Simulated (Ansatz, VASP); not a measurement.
## C in VASP and in Ansatz

```
CELL_PARAMETERS angstrom
4.07430 0.00000 0.00000
-2.03715 3.52845 0.00000
0.00000 0.00000 2.50079
ATOMIC_POSITIONS crystal
C 0.32012 0.00000 0.50000
C 0.00000 0.32012 0.83333
C 0.67988 0.67988 0.16667
C 0.67988 0.00000 0.50000
C 0.00000 0.67988 0.83333
C 0.32012 0.32012 0.16667
```

Alike in both runs: functional PBE; k mesh 6 × 6 × 8; occupations gaussian, width 0.1 eV; no spin polarisation.

Ansatz relaxed the structure, and its values are those at the end. VASP's run is a single point on that final structure, the one shown.

```csv
,VASP,Ansatz
version,VASP 6.6.1,Ansatz 0.2.0
potentials or method,"VASP PAW PBE potentials, release 64 (C), cutoff 520 eV","scalar-relativistic, plane waves, PAW"
valence electrons in the cell,24,24
```

```tsv
	VASP	Ansatz	Ansatz less VASP
gap on the k mesh at the Fermi level (eV)	none	none	-
pressure (GPa)	0.6	0.0	-0.52
rms of the force components (eV/Å)	0.013	0.000	-0.0130
```

A gap of «none» marks a metal or a gap that the smearing closes. The functional is the same, so the differences come from potentials, cutoffs and numerics.
